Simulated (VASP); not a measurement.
# Se (P3_221) in VASP: single point with LDA

Aim: the single point of Se with LDA.

Program: VASP 6.6.1. These are calculated values, not measurements. Logs are shortened: lines on timing, memory, paths and dates and some standing lists are left out, and cuts for length are marked.

## 1. The cell of the first run

It takes space group P3_221 (No. 154, trigonal). Conventional cell: a = 4.355 Å, b = 4.355 Å, c = 5.098 Å, α = 90.00°, β = 90.00°, γ = 120.00°. Se (site symmetry 2) has 2 Se at 2.36 Å within 3.1 Å.

## 2. Single point, LDA (zz strain of +3 %)

INCAR

```
SYSTEM = Se
ALGO = Normal
EDIFF = 1E-6
ENCUT = 520
ISIF = 2
ISMEAR = -1
LASPH = .TRUE.
LCHARG = .TRUE.
LELF = .TRUE.
LREAL = .FALSE.
LVHAR = .TRUE.
LWAVE = .FALSE.
NBANDS = 16
NELM = 60
PREC = Accurate
SIGMA = 0.03
```

KPOINTS

```
k-points
0
G
  8 8 6
  0 0 0
```

POSCAR

```
Se
1.0
    4.3551696776      0.0000000000      0.0000000000
   -2.1775848388      3.7716875786      0.0000000000
    0.0000000000      0.0000000000      5.0979335000
Se
3
Direct
    0.2170000000      0.0000000000      0.1666666667
    0.0000000000      0.2170000000      0.8333333333
    0.7830000000      0.7830000000      0.5000000000
```

Potentials or basis: VASP PAW LDA potentials, release 64 (Se).

On the command line:

```console
$ cat potpaw_LDA.64/Se/POTCAR > POTCAR
$ mpirun -np 1 vasp_std > vasp.out
```

OUTCAR:

```text
SYSTEM = Se
   EDIFF = 1E-6
   ENCUT = 520
   ISIF = 2
   ISMEAR = -1
   LASPH = .TRUE.
   LREAL = .FALSE.
   NELM = 60
   PREC = Accurate

 ion  position               nearest neighbor table
   1  0.217  0.000  0.167-   3 2.36   2 2.36
   2  0.000  0.217  0.833-   3 2.36   1 2.36
   3  0.783  0.783  0.500-   1 2.36   2 2.36

  LATTYP: Found a hexagonal cell.
 ALAT       =     4.3551696776
 C/A-ratio  =     1.1705476198

  Lattice vectors:

 A1 = (   4.3551696776,   0.0000000000,   0.0000000000)
 A2 = (  -2.1775848388,   3.7716875786,   0.0000000000)
 A3 = (   0.0000000000,   0.0000000000,   5.0979335000)

Analysis of symmetry for initial positions (statically):
=====================================================================
 Subroutine PRICEL returns:
 Original cell was already a primitive cell.

 Routine SETGRP: Setting up the symmetry group for a
 hexagonal supercell.

 Subroutine GETGRP returns: Found  6 space group operations
 (whereof  2 operations were pure point group operations)
 out of a pool of 24 trial point group operations.

The static configuration has the point symmetry C_2 .
 The point group associated with its full space group is D_3 .

Analysis of symmetry for dynamics (positions and initial velocities):
=====================================================================
 Subroutine PRICEL returns:
 Original cell was already a primitive cell.

 Routine SETGRP: Setting up the symmetry group for a
 hexagonal supercell.

 Subroutine GETGRP returns: Found  6 space group operations
 (whereof  2 operations were pure point group operations)
 out of a pool of 24 trial point group operations.

The dynamic configuration has the point symmetry C_2 .
 The point group associated with its full space group is D_3 .

 Subroutine INISYM returns: Found  6 space group operations
 (whereof  2 operations are pure point group operations),
 and found     1 'primitive' translations

----------------------------------------------------------------------------------------

                                     Primitive cell

  volume of cell :      83.7404

  direct lattice vectors                    reciprocal lattice vectors
     4.355169678  0.000000000  0.000000000     0.229612179  0.132566653  0.000000000
    -2.177584839  3.771687579  0.000000000     0.000000000  0.265133307  0.000000000
     0.000000000  0.000000000  5.097933500     0.000000000  0.000000000  0.196157914

  length of vectors
     4.355169678  4.355169678  5.097933500     0.265133307  0.265133307  0.196157914

  position of ions in fractional coordinates (direct lattice)
     0.217000000  0.000000000  0.166666667
     0.000000000  0.217000000  0.833333333
     0.783000000  0.783000000  0.500000000

  ion indices of the primitive-cell ions
   primitive index   ion index
                 1           1
                 2           2
                 3           3

----------------------------------------------------------------------------------------

 KPOINTS: k-points

Automatic generation of k-mesh.
 Grid dimensions read from file:
 generate k-points for:    8    8    6

 Generating k-lattice:

  Cartesian coordinates                     Fractional coordinates (reciprocal lattice)
     0.028701522  0.016570832  0.000000000     0.125000000  0.000000000  0.000000000
     0.000000000  0.033141663  0.000000000     0.000000000  0.125000000  0.000000000
     0.000000000  0.000000000  0.032692986     0.000000000  0.000000000  0.166666667

  Length of vectors
     0.033141663  0.033141663  0.032692986

  Shift w.r.t. Gamma in fractional coordinates (k-lattice)
     0.000000000  0.000000000  0.000000000

 Subroutine IBZKPT returns following result:
 ===========================================

 Found     50 irreducible k-points:

 Following reciprocal coordinates:
            Coordinates               Weight
  0.000000  0.000000  0.000000      1.000000
  0.125000  0.000000  0.000000      6.000000
  0.250000  0.000000  0.000000      6.000000
  0.375000  0.000000  0.000000      6.000000
  0.500000  0.000000  0.000000      3.000000
  0.125000  0.125000  0.000000      6.000000
[... 16 lines left out ...]
 -0.125000  0.500000  0.166667     12.000000
  0.250000  0.250000  0.166667     12.000000
 [... further k-points ...]
   k-points           NKPTS =     50   k-points in BZ     NKDIM =     50   number of bands    NBANDS=     16
   number of dos      NEDOS =    301   number of ions     NIONS =      3
   total plane-waves  NPLWV =  40960
   dimension x,y,z NGX =    32 NGY =   32 NGZ =   40
   dimension x,y,z NGXF=    64 NGYF=   64 NGZF=   80
   ions per type =               3
   NGX,Y,Z   is equivalent  to a cutoff of  12.22, 12.22, 13.04 a.u.
   NGXF,Y,Z  is equivalent  to a cutoff of  24.43, 24.43, 26.09 a.u.
 SYSTEM =  Se
   PREC   = accura    normal or accurate (medium, high low for compatibility)
   ISTART =      0    job   : 0-new  1-cont  2-samecut
   ICHARG =      2    charge: 1-file 2-atom 10-const
   ISPIN  =      1    spin polarized calculation?
   LNONCOLLINEAR =      F non collinear calculations
   LSORBIT =      F    spin-orbit coupling
   LASPH  =      T    aspherical Exc in radial PAW
   ENCUT  =  520.0 eV  38.22 Ry    6.18 a.u.   8.10  8.10  9.48*2*pi/ulx,y,z
   NELM   =     60;   NELMIN=  2; NELMDL= -5     # of ELM steps
   EDIFF  = 0.1E-05   stopping-criterion for ELM
   LREAL  =      F    real-space projection
   EDIFFG = 0.1E-04   stopping-criterion for IOM
   NSW    =      0    number of steps for IOM
   IBRION =     -1    ionic relax: 0-MD 1-quasi-New 2-CG
   NFREE  =      0    steps in history (QN), initial steepest desc. (CG)
   ISIF   =      2    stress and relaxation
   ISYM   =      2    0-nonsym 1-usesym 2-fastsym
   POTIM  = 0.5000    time-step for ionic-motion
   TEBEG  =    0.0;   TEEND  =   0.0 temperature during run
   PSTRESS=    0.0 pullay stress
   NELECT =      18.0000    total number of electrons
   NUPDOWN=      -1.0000    fix difference up-down
   EMIN   =  10.00;   EMAX   =-10.00  energy-range for DOS
   EFERMI =   0.00;   METHOD = LEGACY
   ISMEAR =    -1;   SIGMA  =   0.03  broadening in eV -4-tet -1-fermi 0-gaus
   EFERMI_NEDOS =   21; number of points for ismear=-14 and -15
   IALGO  =     38    algorithm
   IMIX   =      4    mixing-type and parameters
     AMIX     =   0.40;   BMIX     =  1.00
     AMIX_MAG =   1.60;   BMIX_MAG =  1.00
  volume/ion in A,a.u.               =      27.91       188.37
  Fermi-wavevector in a.u.,A,eV,Ry     =   0.980665  1.853188 13.084775  0.961704
  Thomas-Fermi vector in A             =   2.111613
   LORBIT       =      0    0 simple, 1 ext, 2 COOP (PROOUT), +10 PAW based schemes
   GGA     = CA    functional components
   LHFCALC =     F    Hartree Fock is set to
   AEXX    =    0.0000 exact exchange contribution
   IVDW    =     0    specifies the selected vdW correction
   LEPSILON=     F    determine dielectric tensor
   LRPA    =     F    only Hartree local field effects (RPA)
 non-spin polarized calculation
  energy-cutoff  :      520.00
  volume of cell :       83.74
 maximum number of plane-waves:      2270
   NGX = 17   NGY = 17   NGZ = 19

 number of electron      17.9999995 magnetization

 Free energy of the ion-electron system (eV)
  ---------------------------------------------------
  ext. energy  EPLUGINS =         0.00000000
  ---------------------------------------------------
  free energy    TOTEN  =       -12.27407889 eV

  energy without entropy =      -12.27407885  energy(sigma->0) =      -12.27407887

 E-fermi :   2.7958     XC(G=0):  -9.0698

 val. band max:        2.3815168116   @ k =   0.5000   0.0000   0.5000
 cond. band min:       3.1989152003   @ k =   0.3750   0.2500   0.5000
 fundamental gap:      0.8173983887
 Fermi energy:         2.7957965912

 k-point     1 :       0.0000    0.0000    0.0000
  band No.  band energies     occupation
      1     -13.4173      2.00000
      2      -9.3828      2.00000
      3      -9.3828      2.00000
      4      -1.4229      2.00000
      5      -1.4229      2.00000
      6      -1.1322      2.00000
[... 8 lines left out ...]
     15       8.6715      0.00000
     16      10.7441      0.00000

 k-point     2 :       0.1250    0.0000    0.0000
  band No.  band energies     occupation
      1     -13.3612      2.00000
      2      -9.4247      2.00000
      3      -9.3726      2.00000
      4      -1.8815      2.00000
      5      -1.6125      2.00000
      6      -0.9986      2.00000
[... 8 lines left out ...]
     15       9.1628      0.00000
     16      10.6398      0.00000

 k-point     3 :       0.2500    0.0000    0.0000
  band No.  band energies     occupation
      1     -13.2160      2.00000
      2      -9.5450      2.00000
      3      -9.3474      2.00000
      4      -2.4297      2.00000
      5      -1.9355      2.00000
      6      -1.0057      2.00000
[... 8 lines left out ...]
     15      10.1831      0.00000
     16      10.9905      0.00000

 k-point     4 :       0.3750    0.0000    0.0000
  band No.  band energies     occupation
      1     -13.0534      2.00000
      2      -9.6960      2.00000
      3      -9.3215      2.00000
      4      -2.7307      2.00000
      5      -2.1830      2.00000
      6      -0.9878      2.00000
[... 8 lines left out ...]
     15      11.2694      0.00000
     16      11.8904      0.00000

 k-point     5 :       0.5000    0.0000    0.0000
  band No.  band energies     occupation
      1     -12.9796      2.00000
      2      -9.7690      2.00000
      3      -9.3105      2.00000
      4      -2.8098      2.00000
      5      -2.2759      2.00000
      6      -0.8488      2.00000
[... 8 lines left out ...]
     15      12.2833      0.00000
     16      12.2907      0.00000

 k-point     6 :       0.1250    0.1250    0.0000
  band No.  band energies     occupation
      1     -13.2602      2.00000
      2      -9.4964      2.00000
      3      -9.3654      2.00000
      4      -2.2605      2.00000
      5      -1.9384      2.00000
      6      -0.9223      2.00000
[... 8 lines left out ...]
     15       9.7971      0.00000
     16      10.6211      0.00000

 k-point     7 :       0.2500    0.1250    0.0000
  band No.  band energies     occupation
      1     -13.1038      2.00000
      2      -9.6154      2.00000
      3      -9.3631      2.00000
      4      -2.5973      2.00000
      5      -2.2279      2.00000
      6      -0.9009      2.00000
[... 8 lines left out ...]
     15      10.6559      0.00000
     16      11.3309      0.00000

 k-point     8 :       0.3750    0.1250    0.0000
  band No.  band energies     occupation
      1     -12.9813      2.00000
      2      -9.7199      2.00000
      3      -9.3621      2.00000
      4      -2.7544      2.00000
      5      -2.3542      2.00000
      6      -0.8110      2.00000
[... 8 lines left out ...]
     15      11.5658      0.00000
     16      11.9370      0.00000

 k-point     9 :       0.2500    0.2500    0.0000
  band No.  band energies     occupation
      1     -12.9830      2.00000
      2      -9.6495      2.00000
      3      -9.4348      2.00000
      4      -2.6593      2.00000
      5      -2.4742      2.00000
      6      -0.7345      2.00000
[... 8 lines left out ...]
     15      11.0054      0.00000
     16      11.6555      0.00000
[... 172 lines left out ...]
 k-point    19 :       0.1250    0.1250    0.1667
  band No.  band energies     occupation
      1     -13.1365      2.00000
      2     -10.4447      2.00000
      3      -8.4617      2.00000
      4      -2.3208      2.00000
      5      -2.0102      2.00000
      6      -0.8439      2.00000
[... 8 lines left out ...]
     15       9.7051      0.00000
     16      10.6410      0.00000

 k-point    20 :       0.2500    0.1250    0.1667
  band No.  band energies     occupation
      1     -12.9829      2.00000
      2     -10.4279      2.00000
      3      -8.6142      2.00000
      4      -2.6224      2.00000
      5      -2.4292      2.00000
      6      -0.9189      2.00000
[... 8 lines left out ...]
     15      10.5446      0.00000
     16      11.5814      0.00000

 k-point    21 :      -0.1250    0.3750    0.1667
  band No.  band energies     occupation
      1     -12.9841      2.00000
      2     -10.4143      2.00000
      3      -8.6408      2.00000
      4      -2.6171      2.00000
      5      -2.2890      2.00000
      6      -0.8170      2.00000
[... 8 lines left out ...]
     15      10.3246      0.00000
     16      11.2018      0.00000

 k-point    22 :       0.3750    0.1250    0.1667
  band No.  band energies     occupation
      1     -12.8633      2.00000
      2     -10.4186      2.00000
      3      -8.7422      2.00000
      4      -2.7570      2.00000
      5      -2.6274      2.00000
      6      -0.9860      2.00000
[... 8 lines left out ...]
     15      11.1802      0.00000
     16      12.0975      0.00000

 k-point    23 :      -0.1250    0.5000    0.1667
  band No.  band energies     occupation
      1     -12.8643      2.00000
      2     -10.4074      2.00000
      3      -8.7623      2.00000
      4      -2.7377      2.00000
      5      -2.5588      2.00000
      6      -0.8881      2.00000
[... 8 lines left out ...]
     15      10.9225      0.00000
     16      11.7667      0.00000

 k-point    24 :       0.2500    0.2500    0.1667
  band No.  band energies     occupation
      1     -12.8653      2.00000
      2     -10.4059      2.00000
      3      -8.7581      2.00000
      4      -2.7771      2.00000
      5      -2.5577      2.00000
      6      -0.8555      2.00000
[... 8 lines left out ...]
     15      10.9392      0.00000
     16      11.8950      0.00000

 [... further k-points ...]

------------------------ aborting loop because EDIFF is reached ----------------------------------------

  FORCE on cell =-STRESS in cart. coord.  units (eV):
  Direction    XX          YY          ZZ          XY          YZ          ZX
  --------------------------------------------------------------------------------------
  -------------------------------------------------------------------------------------
  Total       -0.4459092     -0.4459092     -0.4823211      0.0000000     -0.0000000      0.0000000
  in kB       -8.5314341     -8.5314341     -9.2280906      0.0000000     -0.0000000      0.0000000
  external PRESSURE =      -8.7636530 kB  Pullay stress =       0.0000000 kB

 VOLUME and BASIS-vectors are now :
 -----------------------------------------------------------------------------
  energy-cutoff  :      520.00
  volume of cell :       83.74
      direct lattice vectors                 reciprocal lattice vectors
     4.355169678  0.000000000  0.000000000     0.229612179  0.132566653  0.000000000
    -2.177584839  3.771687579  0.000000000     0.000000000  0.265133307  0.000000000
     0.000000000  0.000000000  5.097933500     0.000000000  0.000000000  0.196157914

 POSITION                                       TOTAL-FORCE (eV/Angst)
 -----------------------------------------------------------------------------------
      0.94507      0.00000      0.84966         0.567045      0.000000     -0.000000
     -0.47254      0.81846      4.24828        -0.283522      0.491075      0.000000
      1.70505      2.95323      2.54897        -0.283522     -0.491075     -0.000000
 -----------------------------------------------------------------------------------
    total drift:                                0.000001      0.000001     -0.000000

  FREE ENERGIE OF THE ION-ELECTRON SYSTEM (eV)
  ---------------------------------------------------
  free  energy   TOTEN  =       -12.2740788911 eV

  energy  without entropy=      -12.2740788507  energy(sigma->0) =      -12.27407887
```

Wall time 59 s (1 thread of Intel Xeon 8259CL, shared host); peak memory 0.19 GiB.

What came out:

| Item | Value |
| --- | --- |
| Free energy | -12.2741 eV |
| Pressure | -0.9 GPa |
| Largest force | 0.567 eV/Å |
| Band gap on the k mesh | 0.82 eV (least direct gap 0.82 eV) |

Forces on the atoms (eV/Å):
```
Se   0.567  0.000  0.000
Se  -0.284  0.491  0.000
Se  -0.284 -0.491  0.000
```

Levels at points of the mesh, in eV from the valence-band top:
| k point | band 6 | band 7 | band 8 | band 9 | band 10 | band 11 | band 12 | band 13 |
| --- | --- | --- | --- | --- | --- | --- | --- | --- |
| (0.00, 0.00, 0.00) | -3.51 | -1.94 | -1.94 | -0.29 | 1.86 | 1.86 | 2.47 | 5.73 |
| (0.50, 0.00, 0.00) | -3.23 | -2.90 | -1.81 | -0.96 | 1.92 | 2.49 | 4.14 | 5.29 |
| (0.00, 0.00, 0.50) | -3.23 | -1.36 | -1.36 | -1.16 | 1.15 | 1.41 | 1.41 | 6.07 |
| (0.50, 0.00, 0.50) | -4.13 | -1.73 | -1.40 | 0.00 | 1.27 | 2.80 | 2.97 | 6.04 |

Caveat: the cell differs from its parent crystal (zz strain of +3 %).
